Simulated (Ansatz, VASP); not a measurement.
One calculation of MnO, two programs

INCAR

```
SYSTEM = MnO
ALGO = Normal ; EDIFF = 1E-6
ENCUT = 520 ; ISIF = 2
ISMEAR = -1 ; ISPIN = 2
LASPH = .True. ; LCHARG = .False.
LMAXMIX = 4 ; LORBIT = 11
LREAL = .False. ; LWAVE = .False.
MAGMOM = 4 0 ; NBANDS = 20
NELM = 150 ; PREC = Accurate
SIGMA = 0.05
```

File KPOINTS:

```
k-points
0
Gamma
  9 9 9
  0 0 0
```

POSCAR

```
MnO
1.0
    2.9712935166     -1.7169813801      0.0000000000
    2.9712935166      1.7169813801      0.0000000000
   -1.9846287531      0.0000000000      2.8103092467
Mn O
1 1
Direct
    0.5001990000      0.5001990000      0.5006650000
    0.7498025000      0.7498025000      0.2493360000
```

The input input.yaml:

```yaml
crystal:
  lattice:
    - [2.9712935166, -1.7169813801, 0.0]
    - [2.9712935166, 1.7169813801, 0.0]
    - [-1.9846287531, 0.0, 2.8103092467]
  atoms:
    - { symbol: Mn, position: [0.500199, 0.500199, 0.500665], spin: 4.0 }
    - { symbol: O, position: [0.7498025, 0.7498025, 0.249336] }
kpoints:
  mp_grid: { grid: [9, 9, 9] }
scf:
  occupations: { method: fermi_dirac, width: 0.05 }
hamiltonian:
  xc: lda
  pseudopotentials: { kind: all_electron, lapw: { basis_error: 0.001 } }
magnetization:
  spin_polarized: true
output:
  forces: true
  stress: true
  eigenvalues: true
```

Alike in both runs: task single point; functional LDA; k mesh 9 × 9 × 9; occupations fermi-dirac, width 0.05 eV; collinear spin.

```csv
,VASP,Ansatz
version,VASP 6.6.1,Ansatz 0.2.0
potentials or method,"VASP PAW LDA potentials, release 64 (Mn_pv, O), cutoff 520 eV","all-electron LAPW, scalar-relativistic"
```

Ansatz gave:

```
gap on the k mesh at the Fermi level (eV)                     : none
pressure (GPa)                                                : -12.9
traceless stress, the component that is largest in VASP (GPa) : -0.15
net moment per atom (μB)                                      : 2.49
size of the moment on the site where the two differ most (μB) : 4.30
```

Estimate VASP's values.

gap on the k mesh at the Fermi level (eV): none; pressure (GPa): -13.3; traceless stress, the component that is largest in VASP (GPa): -0.15; net moment per atom (μB): 2.47; size of the moment on the site where the two differ most (μB): 4.35.

LDA's correlation is that of Perdew and Zunger in VASP and of Perdew and Wang (1992) in Ansatz. Site moments also hang on the region over which each program counts them. A gap of «none» marks a metal or a gap that the smearing closes. Ansatz ran all-electron here, and VASP with PAW potentials.
